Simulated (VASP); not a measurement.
## Li: single point with PBE

The system is Li.

```xyz
2
Lattice="-2.4678 2.4678 1.3349 2.4678 -2.4678 1.3349 2.4678 2.4678 -1.3349" Properties=species:S:1:pos:R:3 pbc="T T T"
Li    0.0000   -1.2339   -0.3337
Li    0.0000    1.2339    0.3337
```

```yaml
Program: VASP 6.6.1
Task: single point
Functional: PBE
Potentials_or_basis: VASP PAW PBE potentials, release 64 (Li_sv)
Cutoff: 520 eV
k_mesh: 15 × 15 × 15
Occupations: fermi-dirac, width 0.08 eV
Spin: no spin polarisation
Dipole_correction: no
Further_INCAR_settings: ALGO = Normal; EDIFF = 1e-06; NBANDS = 10
```

The band gap on the k mesh is zero (bands 3 and 4 overlap by 3.11 eV).

Levels at points of the mesh, in eV from the Fermi level:
```
           k point  band 1  band 2  band 3  band 4  band 5  band 6  band 7  band 8
(0.00, 0.00, 0.00)  -46.34  -46.25   -3.74    4.24    4.24    6.92   10.62   14.83
```

Run time: 33 s on 1 thread of Intel(R) Xeon(R) 6975P-C (Granite Rapids) (shared host), peak memory 0.2 GiB.
